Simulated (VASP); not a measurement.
A run of VASP 6.6.1:

File INCAR:

```
PREC = Accurate
ENCUT = 600
EDIFF = 1E-6
ISMEAR = 0
SIGMA = 0.02
LREAL = Auto
LASPH = T
NELM = 100
ALGO = Normal
ISIF = 3
LWAVE = F
LCHARG = F
GGA = PE
IBRION = 2
NSW = 65
EDIFFG = -0.01
```

File KPOINTS:

```
regular mesh
0
Gamma
  12 12 2
```

Contents of POSCAR:

```
SiC
1.0
    3.0919380094      0.0000000000      0.0000000000
   -1.5459690047      2.6776968630      0.0000000000
    0.0000000000      0.0000000000     22.8343059207
Si C
9 9
Direct
    0.0000000000      0.0000000000      0.0000000000
    0.3333333333      0.6666666667      0.1111111111
    0.0000000000      0.0000000000      0.2222222222
    0.6666666667      0.3333333333      0.3333333333
    0.3333333333      0.6666666667      0.4444444444
    0.6666666667      0.3333333333      0.5555555556
    0.0000000000      0.0000000000      0.6666666667
    0.6666666667      0.3333333333      0.7777777778
    0.3333333333      0.6666666667      0.8888888889
    0.0000000000      0.0000000000      0.0833333333
    0.3333333333      0.6666666667      0.1944444444
    0.0000000000      0.0000000000      0.3055555556
    0.6666666667      0.3333333333      0.4166666667
    0.3333333333      0.6666666667      0.5277777778
    0.6666666667      0.3333333333      0.6388888889
    0.0000000000      0.0000000000      0.7500000000
    0.6666666667      0.3333333333      0.8611111111
    0.3333333333      0.6666666667      0.9722222222
```

Potentials or basis: VASP PAW PBE potentials, release 64 (Si, C).

The run is started by

```sh
$ cat potpaw_PBE.64/Si/POTCAR potpaw_PBE.64/C/POTCAR > POTCAR
$ mpirun -np 1 vasp_std > vasp.out
```

Hardware: 1 thread of Intel(R) Xeon(R) 6975P-C (Granite Rapids), with other jobs on the host.

Problem. Estimate the wall time of this run.

Solution. Wall time 26 min on 1 thread of Intel(R) Xeon(R) 6975P-C (Granite Rapids), with other jobs on the host, peak memory 0.52 GiB. Counts: scf iterations 39, k points 38, ion steps 6.
